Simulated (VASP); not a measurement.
Set up this calculation in VASP 6.6.1, as the native input.

* Task: single point
* Functional: PBEsol
* Potentials or basis: VASP PAW PBE potentials, release 64 (Ti_sv, Ni)
* Cutoff: 520 eV
* k mesh: 18 × 18 × 14
* Occupations: gaussian, width 0.15 eV
* Spin: no spin polarisation
* Dipole correction: no
* Further INCAR settings: ALGO = Fast; EDIFF = 1e-06; NBANDS = 18

The structure of TiNi lies in POSCAR:

```
TiNi
1.0
    2.5990128500      0.0000000000      0.0000000000
    0.0000000000      2.5990128500      0.0000000000
    0.0000000000      0.0000000000      3.4023395000
Ti Ni
1 1
Direct
    0.5000000000      0.5000000000      0.5000000000
    0.0000000000      0.0000000000      0.0000000000
```

This cell differs from its parent crystal: strain -0.050 along x and y, -0.050 along z.

These files were run (other wordings do the same):

INCAR

```
SYSTEM = TiNi
ALGO     = Fast           ! electronic algorithm
EDIFF    = 1E-6           ! SCF threshold, eV
ENCUT    = 520            ! plane-wave cutoff, eV
GGA      = PS             ! functional
ISIF     = 2              ! what is computed and relaxed
ISMEAR   = 0              ! smearing method
LASPH    = .True.         ! aspherical terms in the spheres
LCHARG   = .True.         ! write CHGCAR
LELF     = .True.         ! ELF
LREAL    = .False.        ! projectors in reciprocal space
LVHAR    = .True.       
LWAVE    = .False.        ! write WAVECAR
NBANDS   = 18             ! bands
NELM     = 80             ! most SCF steps
PREC     = Accurate       ! precision mode
SIGMA    = 0.15           ! smearing width, eV
```

KPOINTS

```
k-points
0
Gamma
  18 18 14
  0 0 0
```

Potentials or basis: VASP PAW PBE potentials, release 64 (Ti_sv, Ni).

The run is started by

```sh
$ cat potpaw_PBE.64/Ti_sv/POTCAR potpaw_PBE.64/Ni/POTCAR > POTCAR
$ mpirun -np 1 vasp_std > vasp.out
```

It gave:

```json
{
  "Pressure": "24.6 GPa",
  "Band gap on the k mesh": "zero (band 11 reaches 13.85 eV, above the bottom of band 12 at 9.89 eV)"
}
```

Caveat: the cell differs from its parent crystal (strain -0.050 along x and y, -0.050 along z); the PAW data sets were made with another functional, which shifts forces and pressure a little.

Run time: 3.8 min on 1 thread of Intel Xeon 6975P-C, with other jobs on the host, peak memory 0.3 GiB.
